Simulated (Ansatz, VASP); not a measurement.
## Al in VASP and in Ansatz

```
Al
1.0
     2.65020    0.00000    0.00000
    -1.32510    2.29514    0.00000
     0.00000    0.00000    4.93510
Al
2
Direct
  0.66667 0.33333 0.75000
  0.33333 0.66667 0.25000
```

Alike in both runs: task single point; functional PBEsol; k mesh 18 × 18 × 10; occupations gaussian, width 0.15 eV; no spin polarisation.

|  | VASP | Ansatz |
| --- | --- | --- |
| version | VASP 6.6.1 | Ansatz 0.2.0 |
| potentials or method | VASP PAW PBE potentials, release 64 (Al), cutoff 520 eV | scalar-relativistic, plane waves, PAW |
| valence electrons in the cell | 6 | 6 |

|  | VASP | Ansatz | Ansatz less VASP |
| --- | --- | --- | --- |
| gap on the k mesh at the Fermi level (eV) | none | none | - |
| pressure (GPa) | 10.4 | 10.2 | -0.14 |
| traceless stress, the component that is largest in VASP (GPa) | -9.73 | -9.64 | +0.083 |

VASP's potentials were made for PBE, not for PBEsol, and Ansatz warns of the same on its side. A gap of «none» marks a metal or a gap that the smearing closes.
